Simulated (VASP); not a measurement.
# BeAg2F4 (I4/mmm) in VASP: single point with PBE

Aim: the single point of BeAg2F4 with PBE.

Program: VASP 6.6.1. These are calculated values, not measurements. Logs are shortened: lines on timing, memory, paths and dates and some standing lists are left out, and cuts for length are marked.

## Step 1: The cell of the first run

Symmetry: I4/mmm, No. 139, tetragonal system. Conventional cell: a = 3.479 Å, b = 3.479 Å, c = 12.773 Å, α = 90.00°, β = 90.00°, γ = 90.00°. Within 2.3 Å of Be (site symmetry 4/mmm) lie 4 F at 1.74 Å. Ag (site symmetry 4mm) has 8 F at 2.21 to 2.53 Å within 2.9 Å. Within 2.3 Å of F (site symmetry mmm) lie 2 Be at 1.74 Å. Within 2.9 Å of F (site symmetry -4m2) lie 4 Ag at 2.21 Å and 4 F at 2.46 Å.

## Step 2: Single point, PBE

INCAR

```
SYSTEM = BeAg2F4
PREC = Accurate
ENCUT = 520
EDIFF = 1E-6
ISMEAR = 0
SIGMA = 0.1
LREAL = .FALSE.
LASPH = .TRUE.
NELM = 100
ALGO = Normal
ISIF = 2
LWAVE = .FALSE.
LCHARG = .FALSE.
GGA = PE
NBANDS = 35
```

KPOINTS

```
regular mesh
0
G
  8 8 8
  0 0 0
```

POSCAR

```
BeAg2F4
1.0
   -1.7396008100      1.7396008100      6.3863069200
    1.7396008100     -1.7396008100      6.3863069200
    1.7396008100      1.7396008100     -6.3863069200
Be Ag F
1 2 4
Direct
    0.0000000000      0.0000000000      0.0000000000
    0.6437500000      0.6437500000      0.0000000000
    0.3562500000      0.3562500000      0.0000000000
    0.0000000000      0.5000000000      0.5000000000
    0.5000000000      0.0000000000      0.5000000000
    0.2500000000      0.7500000000      0.5000000000
    0.7500000000      0.2500000000      0.5000000000
```

Potentials or basis: VASP PAW PBE potentials, release 64 (Be, Ag, F).

Command:

```
> cat potpaw_PBE.64/Be/POTCAR potpaw_PBE.64/Ag/POTCAR potpaw_PBE.64/F/POTCAR > POTCAR
> mpirun -np 1 vasp_std > vasp.out
```

OUTCAR:

```text
SYSTEM = BeAg2F4
   PREC = Accurate
   ENCUT = 520
   EDIFF = 1E-6
   ISMEAR = 0
   LREAL = .FALSE.
   LASPH = .TRUE.
   NELM = 100
   ISIF = 2
   GGA = PE

 ion  position               nearest neighbor table
   1  0.000  0.000  0.000-   4 1.74   5 1.74   4 1.74   5 1.74
   2  0.644  0.644  0.000-   6 2.21   7 2.21   6 2.21   7 2.21   4 2.53   5 2.53   5 2.53   4 2.53

   3  0.356  0.356  0.000-   6 2.21   7 2.21   6 2.21   7 2.21   4 2.53   5 2.53   4 2.53   5 2.53

   4  0.000  0.500  0.500-   1 1.74   1 1.74   3 2.53   2 2.53   2 2.53   3 2.53
   5  0.500  0.000  0.500-   1 1.74   1 1.74   3 2.53   2 2.53   3 2.53   2 2.53
   6  0.250  0.750  0.500-   2 2.21   3 2.21   3 2.21   2 2.21
   7  0.750  0.250  0.500-   2 2.21   3 2.21   3 2.21   2 2.21

  LATTYP: Found a body centered tetragonal cell.
 ALAT       =     3.4792016200
 C/A-ratio  =     3.6711335631

  Lattice vectors:

 A1 = (  -1.7396008100,   1.7396008100,   6.3863069200)
 A2 = (   1.7396008100,  -1.7396008100,   6.3863069200)
 A3 = (   1.7396008100,   1.7396008100,  -6.3863069200)

Analysis of symmetry for initial positions (statically):
=====================================================================
 Subroutine PRICEL returns:
 Original cell was already a primitive cell.

 Routine SETGRP: Setting up the symmetry group for a
 body centered tetragonal supercell.

 Subroutine GETGRP returns: Found 16 space group operations
 (whereof 16 operations were pure point group operations)
 out of a pool of 16 trial point group operations.

The static configuration has the point symmetry D_4h.

Analysis of symmetry for dynamics (positions and initial velocities):
=====================================================================
 Subroutine PRICEL returns:
 Original cell was already a primitive cell.

 Routine SETGRP: Setting up the symmetry group for a
 body centered tetragonal supercell.

 Subroutine GETGRP returns: Found 16 space group operations
 (whereof 16 operations were pure point group operations)
 out of a pool of 16 trial point group operations.

The dynamic configuration has the point symmetry D_4h.

 Subroutine INISYM returns: Found 16 space group operations
 (whereof 16 operations are pure point group operations),
 and found     1 'primitive' translations

----------------------------------------------------------------------------------------

                                     Primitive cell

  volume of cell :      77.3052

  direct lattice vectors                    reciprocal lattice vectors
    -1.739600810  1.739600810  6.386306920     0.000000000  0.287422262  0.078292510
     1.739600810 -1.739600810  6.386306920     0.287422262  0.000000000  0.078292510
     1.739600810  1.739600810 -6.386306920     0.287422262  0.287422262  0.000000000

  length of vectors
     6.843780975  6.843780975  6.843780975     0.297894736  0.297894736  0.406476461

  position of ions in fractional coordinates (direct lattice)
     0.000000000  0.000000000  0.000000000
     0.643750000  0.643750000  0.000000000
     0.356250000  0.356250000  0.000000000
     0.000000000  0.500000000  0.500000000
     0.500000000  0.000000000  0.500000000
     0.250000000  0.750000000  0.500000000
     0.750000000  0.250000000  0.500000000

  ion indices of the primitive-cell ions
   primitive index   ion index
                 1           1
                 2           2
                 3           3
                 4           4
                 5           5
                 6           6
                 7           7

----------------------------------------------------------------------------------------

 KPOINTS: regular mesh

Automatic generation of k-mesh.
 Grid dimensions read from file:
 generate k-points for:    8    8    8

 Generating k-lattice:

  Cartesian coordinates                     Fractional coordinates (reciprocal lattice)
     0.000000000  0.035927783  0.009786564     0.125000000  0.000000000  0.000000000
     0.035927783  0.000000000  0.009786564     0.000000000  0.125000000  0.000000000
     0.035927783  0.035927783  0.000000000     0.000000000  0.000000000  0.125000000

  Length of vectors
     0.037236842  0.037236842  0.050809558

  Shift w.r.t. Gamma in fractional coordinates (k-lattice)
     0.000000000  0.000000000  0.000000000

 Subroutine IBZKPT returns following result:
 ===========================================

 Found     59 irreducible k-points:

 Following reciprocal coordinates:
            Coordinates               Weight
  0.000000  0.000000  0.000000      1.000000
  0.125000  0.000000 -0.000000      8.000000
  0.250000  0.000000 -0.000000      8.000000
  0.375000  0.000000 -0.000000      8.000000
  0.500000  0.000000 -0.000000      4.000000
  0.125000  0.125000 -0.000000      8.000000
[... 16 lines left out ...]
  0.250000  0.125000  0.125000     16.000000
  0.375000  0.125000  0.125000      8.000000
 [... further k-points ...]
   k-points           NKPTS =     59   k-points in BZ     NKDIM =     59   number of bands    NBANDS=     35
   number of dos      NEDOS =    301   number of ions     NIONS =      7
   total plane-waves  NPLWV = 157464
   dimension x,y,z NGX =    54 NGY =   54 NGZ =   54
   dimension x,y,z NGXF=   108 NGYF=  108 NGZF=  108
   ions per type =               1   2   4
   NGX,Y,Z   is equivalent  to a cutoff of  13.12, 13.12, 13.12 a.u.
   NGXF,Y,Z  is equivalent  to a cutoff of  26.23, 26.23, 26.23 a.u.
 SYSTEM =  BeAg2F4
   PREC   = accura    normal or accurate (medium, high low for compatibility)
   ISTART =      0    job   : 0-new  1-cont  2-samecut
   ICHARG =      2    charge: 1-file 2-atom 10-const
   ISPIN  =      1    spin polarized calculation?
   LNONCOLLINEAR =      F non collinear calculations
   LSORBIT =      F    spin-orbit coupling
   LASPH  =      T    aspherical Exc in radial PAW
   ENCUT  =  520.0 eV  38.22 Ry    6.18 a.u.  12.72 12.72 12.72*2*pi/ulx,y,z
   NELM   =    100;   NELMIN=  2; NELMDL= -5     # of ELM steps
   EDIFF  = 0.1E-05   stopping-criterion for ELM
   LREAL  =      F    real-space projection
   EDIFFG = 0.1E-04   stopping-criterion for IOM
   NSW    =      0    number of steps for IOM
   IBRION =     -1    ionic relax: 0-MD 1-quasi-New 2-CG
   NFREE  =      0    steps in history (QN), initial steepest desc. (CG)
   ISIF   =      2    stress and relaxation
   ISYM   =      2    0-nonsym 1-usesym 2-fastsym
   POTIM  = 0.5000    time-step for ionic-motion
   TEBEG  =    0.0;   TEEND  =   0.0 temperature during run
   PSTRESS=    0.0 pullay stress
   NELECT =      52.0000    total number of electrons
   NUPDOWN=      -1.0000    fix difference up-down
   EMIN   =  10.00;   EMAX   =-10.00  energy-range for DOS
   EFERMI =   0.00;   METHOD = LEGACY
   ISMEAR =     0;   SIGMA  =   0.10  broadening in eV -4-tet -1-fermi 0-gaus
   EFERMI_NEDOS =   21; number of points for ismear=-14 and -15
   IALGO  =     38    algorithm
   IMIX   =      4    mixing-type and parameters
     AMIX     =   0.40;   BMIX     =  1.00
     AMIX_MAG =   1.60;   BMIX_MAG =  1.00
  volume/ion in A,a.u.               =      11.04        74.53
  Fermi-wavevector in a.u.,A,eV,Ry     =   1.434409  2.710640 27.994378  2.057529
  Thomas-Fermi vector in A             =   2.553821
   LORBIT       =      0    0 simple, 1 ext, 2 COOP (PROOUT), +10 PAW based schemes
   GGA     = PE    functional components
   LHFCALC =     F    Hartree Fock is set to
   AEXX    =    0.0000 exact exchange contribution
   IVDW    =     0    specifies the selected vdW correction
   LEPSILON=     F    determine dielectric tensor
   LRPA    =     F    only Hartree local field effects (RPA)
 non-spin polarized calculation
 Gauss-broadening in eV      SIGMA  =   0.10
  energy-cutoff  :      520.00
  volume of cell :       77.31
 maximum number of plane-waves:      2131
 NGX is ok and might be reduce to    54
   NGX = 25   NGY = 25   NGZ = 25

 number of electron      52.0000011 magnetization

 Free energy of the ion-electron system (eV)
  ---------------------------------------------------
  ext. energy  EPLUGINS =         0.00000000
  ---------------------------------------------------
  free energy    TOTEN  =       -24.97649496 eV

  energy without entropy =      -24.97247954  energy(sigma->0) =      -24.97448725

 E-fermi :   5.1663     XC(G=0): -11.0736

 val. band max:        5.1514376285   @ k =  -0.2500  -0.2500   0.2500
 cond. band min:       5.1745268726   @ k =  -0.3750  -0.3750   0.3750
 fundamental gap:      0.0230892441
 Fermi energy:         5.1662915912

 k-point     1 :       0.0000    0.0000    0.0000
  band No.  band energies     occupation
      1     -21.5587      2.00000
      2     -20.2083      2.00000
      3     -17.5737      2.00000
      4     -16.3545      2.00000
      5      -4.7496      2.00000
      6      -4.7496      2.00000
[... 27 lines left out ...]
     34      16.3581      0.00000
     35      16.3581      0.00000

 k-point     2 :       0.1250    0.0000   -0.0000
  band No.  band energies     occupation
      1     -21.5136      2.00000
      2     -20.2671      2.00000
      3     -17.5278      2.00000
      4     -16.4004      2.00000
      5      -4.6797      2.00000
      6      -4.6550      2.00000
[... 27 lines left out ...]
     34      16.5751      0.00000
     35      16.7210      0.00000

 k-point     3 :       0.2500    0.0000   -0.0000
  band No.  band energies     occupation
      1     -21.3834      2.00000
      2     -20.4317      2.00000
      3     -17.3968      2.00000
      4     -16.5330      2.00000
      5      -4.4916      2.00000
      6      -4.3986      2.00000
[... 27 lines left out ...]
     34      16.6947      0.00000
     35      17.1683      0.00000
[... 723 lines left out ...]
 k-point    23 :       0.2500    0.1250    0.1250
  band No.  band energies     occupation
      1     -21.1048      2.00000
      2     -20.7406      2.00000
      3     -17.1120      2.00000
      4     -16.7793      2.00000
      5      -5.2924      2.00000
      6      -3.3256      2.00000
[... 27 lines left out ...]
     34      15.3794      0.00000
     35      16.7456      0.00000

 k-point    24 :       0.3750    0.1250    0.1250
  band No.  band energies     occupation
      1     -20.9420      2.00000
      2     -20.9084      2.00000
      3     -16.9424      2.00000
      4     -16.9421      2.00000
      5      -5.3194      2.00000
      6      -3.5031      2.00000
[... 27 lines left out ...]
     34      15.0855      0.00000
     35      16.5967      0.00000

 [... further k-points ...]

------------------------ aborting loop because EDIFF is reached ----------------------------------------

  FORCE on cell =-STRESS in cart. coord.  units (eV):
  Direction    XX          YY          ZZ          XY          YZ          ZX
  --------------------------------------------------------------------------------------
  -------------------------------------------------------------------------------------
  Total        8.8336701      8.8336701     11.2952854      0.0000000     -0.0000000      0.0000000
  in kB      183.0807907    183.0807907    234.0985963      0.0000000     -0.0000000      0.0000000
  external PRESSURE =     200.0867259 kB  Pullay stress =       0.0000000 kB

 VOLUME and BASIS-vectors are now :
 -----------------------------------------------------------------------------
  energy-cutoff  :      520.00
  volume of cell :       77.31
      direct lattice vectors                 reciprocal lattice vectors
    -1.739600810  1.739600810  6.386306920     0.000000000  0.287422262  0.078292510
     1.739600810 -1.739600810  6.386306920     0.287422262  0.000000000  0.078292510
     1.739600810  1.739600810 -6.386306920     0.287422262  0.287422262  0.000000000

 POSITION                                       TOTAL-FORCE (eV/Angst)
 -----------------------------------------------------------------------------------
      0.00000      0.00000      0.00000         0.000000      0.000000      0.000000
      0.00000      0.00000      8.22237         0.000000      0.000000     -0.047868
      0.00000      0.00000      4.55024        -0.000000     -0.000000      0.047868
      1.73960      0.00000      0.00000         0.000000      0.000000      0.000000
      0.00000      1.73960      0.00000         0.000000      0.000000      0.000000
      1.73960     -0.00000      3.19315         0.000000      0.000000      0.000000
     -0.00000      1.73960      3.19315         0.000000      0.000000      0.000000
 -----------------------------------------------------------------------------------
    total drift:                               -0.000000      0.000000      0.000000

  FREE ENERGIE OF THE ION-ELECTRON SYSTEM (eV)
  ---------------------------------------------------
  free  energy   TOTEN  =       -24.9764949620 eV

  energy  without entropy=      -24.9724795351  energy(sigma->0) =      -24.97448725
```

Wall time 4.9 min (1 thread of Intel Xeon 6975P-C (Granite Rapids), shared host); peak memory 0.46 GiB.

What came out:

* Free energy: -24.9765 eV
* Pressure: 20.0 GPa
* Largest force: 0.048 eV/Å
* Band gap on the k mesh: zero (band 26 reaches 5.19 eV, above the bottom of band 27 at 5.05 eV)

Forces in eV/Å, atoms in the order of the input:
```
Be   0.000  0.000  0.000
Ag   0.000  0.000 -0.048
Ag   0.000  0.000  0.048
F    0.000  0.000  0.000
F    0.000  0.000  0.000
F    0.000  0.000  0.000
F    0.000  0.000  0.000
```

Stress tensor (GPa, compression positive):
```
18.31  0.00  0.00
 0.00 18.31  0.00
 0.00  0.00 23.41
```

Levels at points of the mesh, in eV from the Fermi level:
```csv
k point,band 22,band 23,band 24,band 25,band 26,band 27,band 28,band 29,band 30,band 31
"(0.00, 0.00, 0.00)",-0.75,-0.75,-0.52,-0.52,-0.52,-0.12,3.39,5.82,8.06,8.75
"(0.50, 0.00, 0.00)",-1.78,-1.00,-0.74,-0.60,-0.36,3.00,3.53,4.06,5.27,9.41
"(0.50, 0.50, 0.00)",-1.53,-1.51,-0.86,-0.50,-0.45,3.12,5.63,5.93,6.28,6.42
"(0.50, 0.50, 0.50)",-0.75,-0.75,-0.39,-0.39,0.03,0.68,1.99,6.62,7.43,10.33
```
